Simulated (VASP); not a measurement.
# TaSi2 (P6_222) in VASP: further runs

TaSi2 is run at these levels: r2SCAN; tasks: single point.

All numbers are computed with VASP 6.6.1; they aren't measurements. Logs are shortened: lines on timing, memory, paths and dates and some standing lists are left out, and cuts for length are marked.

## Step 1: The cell of the first run

The structure is hexagonal, space group P6_222 (No. 180). Conventional cell: a = 4.780 Å, b = 4.780 Å, c = 6.555 Å, α = 90.00°, β = 90.00°, γ = 120.00°. Ta (site symmetry 222) has 10 Si at 2.60 to 2.83 Å and 4 Ta at 3.24 Å within 3.4 Å. Si (site symmetry 2) has 9 Si at 2.55 to 3.33 Å and 5 Ta at 2.60 to 2.83 Å within 3.4 Å.

## Step 2: Single point, r2SCAN

POSCAR reads:

```
TaSi2
1.0
    4.7796805937      0.0000000000      0.0000000000
   -2.3898402968      4.1393248162      0.0000000000
    0.0000000000      0.0000000000      6.5552349491
Ta Si
3 6
Direct
    0.5000000000      0.0000000000      0.5000000000
    0.5000000000      0.5000000000      0.8333333333
    0.0000000000      0.5000000000      0.1666666667
    0.1583094661      0.3166189323      0.5000000000
    0.8416905339      0.1583094661      0.8333333333
    0.6833810677      0.8416905339      0.1666666667
    0.8416905339      0.6833810677      0.5000000000
    0.1583094661      0.8416905339      0.8333333333
    0.3166189323      0.1583094661      0.1666666667
```

INCAR.step1 reads:

```
SYSTEM = TaSi2
PREC     = Accurate       ! precision mode
ENCUT    = 520            ! plane-wave cutoff, eV
ISMEAR   = 0              ! smearing method
SIGMA    = 0.1            ! smearing width, eV
LREAL    = .FALSE.        ! projectors in reciprocal space
LASPH    = .TRUE.         ! aspherical terms in the spheres
NELM     = 80             ! most SCF steps
NBANDS   = 38             ! bands
GGA      = PE             ! functional
ALGO     = Normal         ! electronic algorithm
EDIFF    = 1E-4           ! SCF threshold, eV
LWAVE    = .TRUE.         ! write WAVECAR
LCHARG   = .FALSE.        ! write CHGCAR
```

INCAR.step2 reads:

```
SYSTEM = TaSi2
PREC     = Accurate       ! precision mode
ENCUT    = 520            ! plane-wave cutoff, eV
EDIFF    = 1E-6           ! SCF threshold, eV
ISMEAR   = 0              ! smearing method
SIGMA    = 0.1            ! smearing width, eV
LREAL    = .FALSE.        ! projectors in reciprocal space
LASPH    = .TRUE.         ! aspherical terms in the spheres
NELM     = 80             ! most SCF steps
ALGO     = Normal         ! electronic algorithm
ISIF     = 2              ! what is computed and relaxed
LWAVE    = .FALSE.        ! write WAVECAR
LCHARG   = .TRUE.         ! write CHGCAR
METAGGA  = R2SCAN         ! meta-GGA
LMIXTAU  = .TRUE.       
LELF     = .TRUE.         ! ELF
LVHAR    = .TRUE.       
NBANDS   = 38             ! bands
ISTART   = 1
```

KPOINTS reads:

```
Automatic mesh
0
G
  12 12 6
  0 0 0
```

Potentials or basis: VASP PAW PBE potentials, release 64 (Ta_pv, Si).

Launch:

```console
cat potpaw_PBE.64/Ta_pv/POTCAR potpaw_PBE.64/Si/POTCAR > POTCAR
cp INCAR.step1 INCAR
mpirun -np 1 vasp_std > vasp.out
cp INCAR.step2 INCAR
mpirun -np 1 vasp_std > vasp.out
```

OUTCAR:

```text
SYSTEM = TaSi2
   PREC = Accurate
   ENCUT = 520
   EDIFF = 1E-6
   ISMEAR = 0
   LREAL = .FALSE.
   LASPH = .TRUE.
   NELM = 80
   ISIF = 2
   METAGGA = R2SCAN
   ISTART = 1

 ion  position               nearest neighbor table
   1  0.500  0.000  0.500-   6 2.60   9 2.60   8 2.60   5 2.60   4 2.73   7 2.73   7 2.73   4 2.73
                             4 2.83   7 2.83   2 3.24   2 3.24   3 3.24   3 3.24
   2  0.500  0.500  0.833-   4 2.60   7 2.60   6 2.60   9 2.60   8 2.73   5 2.73   8 2.73   5 2.73
                             8 2.83   5 2.83   1 3.24   1 3.24   3 3.24   3 3.24
   3  0.000  0.500  0.167-   4 2.60   7 2.60   5 2.60   8 2.60   9 2.73   6 2.73   9 2.73   6 2.73
                             6 2.83   9 2.83   1 3.24   1 3.24   2 3.24   2 3.24
   4  0.158  0.317  0.500-   5 2.55   9 2.55   3 2.60   2 2.60   7 2.62   1 2.73   1 2.73   1 2.83
                             7 2.83   7 2.83
   5  0.842  0.158  0.833-   4 2.55   6 2.55   1 2.60   3 2.60   8 2.62   2 2.73   2 2.73   2 2.83
                             8 2.83   8 2.83
   6  0.683  0.842  0.167-   7 2.55   5 2.55   1 2.60   2 2.60   9 2.62   3 2.73   3 2.73   3 2.83
                             9 2.83   9 2.83
   7  0.842  0.683  0.500-   8 2.55   6 2.55   3 2.60   2 2.60   4 2.62   1 2.73   1 2.73   1 2.83
                             4 2.83   4 2.83
   8  0.158  0.842  0.833-   7 2.55   9 2.55   1 2.60   3 2.60   5 2.62   2 2.73   2 2.73   2 2.83
                             5 2.83   5 2.83
   9  0.317  0.158  0.167-   4 2.55   8 2.55   1 2.60   2 2.60   6 2.62   3 2.73   3 2.73   3 2.83
                             6 2.83   6 2.83

  LATTYP: Found a hexagonal cell.
 ALAT       =     4.7796805937
 C/A-ratio  =     1.3714797089

  Lattice vectors:

 A1 = (   4.7796805937,   0.0000000000,   0.0000000000)
 A2 = (  -2.3898402968,   4.1393248162,   0.0000000000)
 A3 = (   0.0000000000,   0.0000000000,   6.5552349491)

Analysis of symmetry for initial positions (statically):
=====================================================================
 Subroutine PRICEL returns:
 Original cell was already a primitive cell.

 Routine SETGRP: Setting up the symmetry group for a
 hexagonal supercell.

 Subroutine GETGRP returns: Found 12 space group operations
 (whereof  4 operations were pure point group operations)
 out of a pool of 24 trial point group operations.

The static configuration has the point symmetry D_2 .
 The point group associated with its full space group is D_6 .

Analysis of symmetry for dynamics (positions and initial velocities):
=====================================================================
 Subroutine PRICEL returns:
 Original cell was already a primitive cell.

 Routine SETGRP: Setting up the symmetry group for a
 hexagonal supercell.

 Subroutine GETGRP returns: Found 12 space group operations
 (whereof  4 operations were pure point group operations)
 out of a pool of 24 trial point group operations.

The dynamic configuration has the point symmetry D_2 .
 The point group associated with its full space group is D_6 .

 Subroutine INISYM returns: Found 12 space group operations
 (whereof  4 operations are pure point group operations),
 and found     1 'primitive' translations

----------------------------------------------------------------------------------------

                                     Primitive cell

  volume of cell :     129.6930

  direct lattice vectors                    reciprocal lattice vectors
     4.779680594  0.000000000  0.000000000     0.209219001  0.120792647  0.000000000
    -2.389840297  4.139324816  0.000000000     0.000000000  0.241585293  0.000000000
     0.000000000  0.000000000  6.555234949     0.000000000  0.000000000  0.152549833

  length of vectors
     4.779680594  4.779680594  6.555234949     0.241585293  0.241585293  0.152549833

  position of ions in fractional coordinates (direct lattice)
     0.500000000  0.000000000  0.500000000
     0.500000000  0.500000000  0.833333333
     1.000000000  0.500000000  0.166666667
[... 55 lines left out ...]
  free energy    TOTEN  =      -202.42617695 eV

  energy without entropy =     -202.41122264  energy(sigma->0) =     -202.41869980

 E-fermi :   9.4100     XC(G=0): -13.0050

 val. band max:        9.4031283240   @ k =   0.3333   0.0833   0.5000
 cond. band min:       9.4100092508   @ k =   0.0833   0.0833   0.3333
 fundamental gap:      0.0068809268
 Fermi energy:         9.4099517150

 k-point     1 :       0.0000    0.0000    0.0000
  band No.  band energies     occupation
      1     -26.2135      2.00000
      2     -26.2091      2.00000
      3     -26.2091      2.00000
      4     -26.1400      2.00000
      5     -26.1400      2.00000
      6     -26.0334      2.00000
[... 30 lines left out ...]
     37      13.5499      0.00000
     38      13.7097      0.00000

 k-point     2 :       0.0833   -0.0000    0.0000
  band No.  band energies     occupation
      1     -26.2265      2.00000
      2     -26.2110      2.00000
      3     -26.1970      2.00000
      4     -26.1405      2.00000
      5     -26.1391      2.00000
      6     -26.0373      2.00000
[... 30 lines left out ...]
     37      13.4694      0.00000
     38      13.5443      0.00000

 k-point     3 :       0.1667   -0.0000    0.0000
  band No.  band energies     occupation
      1     -26.2407      2.00000
      2     -26.2158      2.00000
      3     -26.1859      2.00000
      4     -26.1418      2.00000
      5     -26.1361      2.00000
      6     -26.0410      2.00000
[... 30 lines left out ...]
     37      13.4338      0.00000
[... 781 lines left out ...]
 k-point    23 :       0.2500   -0.0000    0.1667
  band No.  band energies     occupation
      1     -26.2507      2.00000
      2     -26.2289      2.00000
      3     -26.1687      2.00000
      4     -26.1497      2.00000
      5     -26.1267      2.00000
      6     -26.0586      2.00000
[... 30 lines left out ...]
     37      13.6952      0.00000
     38      13.7182      0.00000

 k-point    24 :       0.3333    0.0000    0.1667
  band No.  band energies     occupation
      1     -26.2568      2.00000
      2     -26.2361      2.00000
      3     -26.1676      2.00000
      4     -26.1539      2.00000
      5     -26.1205      2.00000
      6     -26.0599      2.00000
[... 30 lines left out ...]
     37      13.7061      0.00000
     38      13.9946      0.00000

 [... further k-points ...]

------------------------ aborting loop because EDIFF is reached ----------------------------------------

  FORCE on cell =-STRESS in cart. coord.  units (eV):
  Direction    XX          YY          ZZ          XY          YZ          ZX
  --------------------------------------------------------------------------------------
  -------------------------------------------------------------------------------------
  Total        0.2534387      0.2534387      0.1755082      0.0000000      0.0000000      0.0000000
  in kB        3.1308838      3.1308838      2.1681595      0.0000000      0.0000000      0.0000000
  external PRESSURE =       2.8099757 kB  Pullay stress =       0.0000000 kB

 VOLUME and BASIS-vectors are now :
 -----------------------------------------------------------------------------
  energy-cutoff  :      520.00
  volume of cell :      129.69
      direct lattice vectors                 reciprocal lattice vectors
     4.779680594  0.000000000  0.000000000     0.209219001  0.120792647  0.000000000
    -2.389840297  4.139324816  0.000000000     0.000000000  0.241585293  0.000000000
     0.000000000  0.000000000  6.555234949     0.000000000  0.000000000  0.152549833

 POSITION                                       TOTAL-FORCE (eV/Angst)
 -----------------------------------------------------------------------------------
      2.38984      0.00000      3.27762         0.000000     -0.000000      0.000000
      1.19492      2.06966      5.46270         0.000000      0.000000     -0.000000
     -1.19492      2.06966      1.09254        -0.000000     -0.000000     -0.000000
     -0.00000      1.31059      3.27762        -0.000000     -0.010960      0.000000
      3.64468      0.65529      5.46270         0.009492     -0.005480      0.000000
      1.25484      3.48403      1.09254         0.009492      0.005480      0.000000
      2.38984      2.82874      3.27762         0.000000      0.010960      0.000000
     -1.25484      3.48403      5.46270        -0.009492      0.005480     -0.000000
      1.13500      0.65529      1.09254        -0.009492     -0.005480      0.000000
 -----------------------------------------------------------------------------------
    total drift:                               -0.000000     -0.000000      0.000001

  FREE ENERGIE OF THE ION-ELECTRON SYSTEM (eV)
  ---------------------------------------------------
  free  energy   TOTEN  =      -202.4261769536 eV

  energy  without entropy=     -202.4112226441  energy(sigma->0) =     -202.41869980
```

It took 9.2 min on 1 thread of Intel Xeon 6975P-C (Granite Rapids), shared host; peak memory 0.46 GiB.

Results:

```yaml
Free_energy: -202.4262 eV
Pressure: 0.3 GPa
Largest_force: 0.011 eV/Å
Band_gap_on_the_k_mesh: zero (an odd number of electrons rules out a gap without spin polarisation)
```

Forces in eV/Å, atoms in the order of the input:
```
Ta   0.000  0.000  0.000
Ta   0.000  0.000  0.000
Ta   0.000  0.000  0.000
Si   0.000 -0.011  0.000
Si   0.009 -0.005  0.000
Si   0.009  0.005  0.000
Si   0.000  0.011  0.000
Si  -0.009  0.005  0.000
Si  -0.009 -0.005  0.000
```

Caveat: the PAW data sets were made with another functional, which shifts forces and pressure a little; spin-orbit coupling is left out, which moves the levels of the heavy elements; an odd number of electrons without spin polarisation forces a metal; a magnetic or distorted state may lie lower.

## Step 3: Single point, r2SCAN

POSCAR reads:

```
TaSi2
1.0
    4.7744780671      0.0000000000      0.0000000000
   -2.3872390335      4.1348192959      0.0000000000
    0.0000000000      0.0000000000      6.5657457262
Ta Si
3 6
Direct
    0.5000000000      0.0000000000      0.5000000000
    0.5000000000      0.5000000000      0.8333333333
    0.0000000000      0.5000000000      0.1666666667
    0.1587079143      0.3174158285      0.5000000000
    0.8412920857      0.1587079143      0.8333333333
    0.6825841715      0.8412920857      0.1666666667
    0.8412920857      0.6825841715      0.5000000000
    0.1587079143      0.8412920857      0.8333333333
    0.3174158285      0.1587079143      0.1666666667
```

INCAR.step1 reads:

```
SYSTEM = TaSi2
ALGO     = Normal         ! electronic algorithm
EDIFF    = 1E-5           ! SCF threshold, eV
ENCUT    = 550            ! plane-wave cutoff, eV
GGA      = PE             ! functional
GGA_COMPAT= .False.      
ISMEAR   = 0              ! smearing method
LASPH    = .True.         ! aspherical terms in the spheres
LCHARG   = .False.        ! write CHGCAR
LREAL    = .False.        ! projectors in reciprocal space
LWAVE    = .True.         ! write WAVECAR
NBANDS   = 38             ! bands
NELM     = 120            ! most SCF steps
PREC     = Accurate       ! precision mode
SIGMA    = 0.1            ! smearing width, eV
```

INCAR.step2 reads:

```
SYSTEM = TaSi2
ALGO     = Normal         ! electronic algorithm
EDIFF    = 1E-6           ! SCF threshold, eV
ENCUT    = 550            ! plane-wave cutoff, eV
GGA_COMPAT= .False.      
ISIF     = 2              ! what is computed and relaxed
ISMEAR   = 0              ! smearing method
ISTART   = 1            
LASPH    = .True.         ! aspherical terms in the spheres
LCHARG   = .False.        ! write CHGCAR
LMIXTAU  = .True.       
LREAL    = .False.        ! projectors in reciprocal space
LWAVE    = .False.        ! write WAVECAR
METAGGA  = R2SCAN         ! meta-GGA
NBANDS   = 38             ! bands
NELM     = 120            ! most SCF steps
PREC     = Accurate       ! precision mode
SIGMA    = 0.1            ! smearing width, eV
```

KPOINTS reads:

```
k-points
0
Gamma
  6 6 4
  0 0 0
```

Potentials or basis: VASP PAW PBE potentials, release 64 (Ta_pv, Si).

Launch:

```console
cat potpaw_PBE.64/Ta_pv/POTCAR potpaw_PBE.64/Si/POTCAR > POTCAR
cp INCAR.step1 INCAR
mpirun -np 1 vasp_std > vasp.out
cp INCAR.step2 INCAR
mpirun -np 1 vasp_std > vasp.out
```

Wall time 7.7 min (1 thread of Intel Xeon 8259CL, shared host); peak memory 0.35 GiB.

Results (log left out):

```
Free energy            : -202.4272 eV
Pressure               : 0.3 GPa
Largest force          : 0.014 eV/Å
Band gap on the k mesh : zero (an odd number of electrons rules out a gap without spin polarisation)
```

Forces in eV/Å, atoms in the order of the input:
```
Ta   0.000  0.000  0.000
Ta   0.000  0.000  0.000
Ta   0.000  0.000  0.000
Si   0.000 -0.014  0.000
Si   0.012 -0.007  0.000
Si   0.012  0.007  0.000
Si   0.000  0.014  0.000
Si  -0.012  0.007  0.000
Si  -0.012 -0.007  0.000
```

Stress tensor (GPa, compression positive):
```
0.37 0.00 0.00
0.00 0.37 0.00
0.00 0.00 0.23
```

Levels at points of the mesh, in eV from the Fermi level:
```csv
k point,band 27,band 28,band 29,band 30,band 31,band 32
"(0.00, 0.00, 0.00)",-2.35,-2.35,-1.70,0.85,3.23,3.23
"(0.50, 0.00, 0.00)",-0.77,-0.10,-0.09,0.93,1.27,1.68
"(0.00, 0.00, 0.50)",-2.00,-2.00,1.24,1.24,2.84,2.84
"(0.50, 0.00, 0.50)",-1.93,-0.72,-0.28,1.66,2.12,2.72
```

Caveat: the PAW data sets were made with another functional, which shifts forces and pressure a little; spin-orbit coupling is left out, which moves the levels of the heavy elements; an odd number of electrons without spin polarisation forces a metal; a magnetic or distorted state may lie lower.

## Step 4: Single point, r2SCAN

POSCAR reads:

```
TaSi2
1.0
    4.7800000000      0.0000000000      0.0000000000
   -2.3900000000      4.1396014301      0.0000000000
    0.0000000000      0.0000000000      6.5640000000
Ta Si
3 6
Direct
    0.5000000000      0.0000000000      0.5000000000
    0.5000000000      0.5000000000      0.8333333333
    0.0000000000      0.5000000000      0.1666666667
    0.1666500000      0.3333000000      0.5000000000
    0.8333500000      0.1666500000      0.8333333333
    0.6667000000      0.8333500000      0.1666666667
    0.8333500000      0.6667000000      0.5000000000
    0.1666500000      0.8333500000      0.8333333333
    0.3333000000      0.1666500000      0.1666666667
```

INCAR.step1 reads:

```
PREC     = Accurate       # precision mode
ENCUT    = 550            # plane-wave cutoff, eV
ISMEAR   = 0              # smearing method
SIGMA    = 0.1            # smearing width, eV
LREAL    = F              # projectors in reciprocal space
LASPH    = T              # aspherical terms in the spheres
NELM     = 120            # most SCF steps
NBANDS   = 38             # bands
GGA      = PE             # functional
ALGO     = Normal         # electronic algorithm
EDIFF    = 1E-5           # SCF threshold, eV
LWAVE    = T              # write WAVECAR
LCHARG   = F              # write CHGCAR
GGA_COMPAT= F
```

INCAR.step2 reads:

```
PREC     = Accurate       # precision mode
ENCUT    = 550            # plane-wave cutoff, eV
EDIFF    = 1E-6           # SCF threshold, eV
ISMEAR   = 0              # smearing method
SIGMA    = 0.1            # smearing width, eV
LREAL    = F              # projectors in reciprocal space
LASPH    = T              # aspherical terms in the spheres
NELM     = 120            # most SCF steps
ALGO     = Normal         # electronic algorithm
ISIF     = 2              # what is computed and relaxed
LWAVE    = F              # write WAVECAR
LCHARG   = F              # write CHGCAR
METAGGA  = R2SCAN         # meta-GGA
LMIXTAU  = T            
NBANDS   = 38             # bands
ISTART   = 1            
GGA_COMPAT= F
```

KPOINTS reads:

```
regular mesh
0
Gamma
  6 6 4
```

Launch:

```console
cat potpaw_PBE.64/Ta_pv/POTCAR potpaw_PBE.64/Si/POTCAR > POTCAR
cp INCAR.step1 INCAR
mpirun -np 1 vasp_std > vasp.out
cp INCAR.step2 INCAR
mpirun -np 1 vasp_std > vasp.out
```

It took 7.1 min on 1 thread of Intel Xeon 8259CL, shared host; peak memory 0.35 GiB.

Results (log left out):

```
Free energy            : -202.2547 eV
Pressure               : 0.5 GPa
Largest force          : 0.823 eV/Å
Band gap on the k mesh : zero (an odd number of electrons rules out a gap without spin polarisation)
```

Forces in eV/Å, atoms in the order of the input:
```
Ta   0.000  0.000  0.000
Ta   0.000  0.000  0.000
Ta   0.000  0.000  0.000
Si   0.000 -0.823  0.000
Si   0.713 -0.412  0.000
Si   0.713  0.412  0.000
Si   0.000  0.823  0.000
Si  -0.713  0.412  0.000
Si  -0.713 -0.412  0.000
```

Stress tensor (GPa, compression positive):
```
-0.37  0.00  0.00
 0.00 -0.37  0.00
 0.00  0.00  2.10
```

Levels at points of the mesh, in eV from the Fermi level:
| k point | band 26 | band 27 | band 28 | band 29 | band 30 | band 31 | band 32 | band 33 |
| --- | --- | --- | --- | --- | --- | --- | --- | --- |
| (0.00, 0.00, 0.00) | -2.48 | -2.47 | -2.47 | -2.04 | 0.64 | 3.38 | 3.38 | 3.75 |
| (0.50, 0.00, 0.00) | -1.18 | -0.81 | -0.03 | 0.12 | 0.82 | 1.26 | 1.77 | 2.20 |
| (0.00, 0.00, 0.50) | -2.28 | -2.28 | -1.92 | 1.13 | 1.13 | 3.03 | 3.03 | 3.34 |
| (0.50, 0.00, 0.50) | -2.07 | -1.80 | -0.80 | -0.16 | 1.60 | 2.06 | 2.65 | 2.69 |

Caveat: the PAW data sets were made with another functional, which shifts forces and pressure a little; spin-orbit coupling is left out, which moves the levels of the heavy elements; an odd number of electrons without spin polarisation forces a metal; a magnetic or distorted state may lie lower.

## Step 5: The runs side by side

| cell | k mesh | cutoff (eV) | gap on the mesh (eV) | pressure (GPa) | largest force (eV/Å) |
| --- | --- | --- | --- | --- | --- |
| a = 4.780, b = 4.780, c = 6.555 Å, angles 90.0, 90.0, 120.0°, 9 atoms, atomic positions A | 12 × 12 × 6 | 520 | none | 0.3 | 0.01 |
| a = 4.774, b = 4.774, c = 6.566 Å, angles 90.0, 90.0, 120.0°, 9 atoms, atomic positions B | 6 × 6 × 4 | 550 | none | 0.3 | 0.01 |
| a = 4.780, b = 4.780, c = 6.564 Å, angles 90.0, 90.0, 120.0°, 9 atoms, atomic positions C | 6 × 6 × 4 | 550 | none | 0.5 | 0.82 |

Alike in all rows: task single point; level r2SCAN; potentials or basis VASP PAW PBE potentials, release 64 (Ta_pv, Si); no spin polarisation; smearing gaussian 0.1 eV.

Caveats: the PAW data sets were made with another functional, which shifts forces and pressure a little; spin-orbit coupling is left out, which moves the levels of the heavy elements; an odd number of electrons without spin polarisation forces a metal; a magnetic or distorted state may lie lower.

Absolute energies hang on the potentials; compare differences alone.

The gap in the log of VASP goes by the Fermi energy; the results here count the filled bands.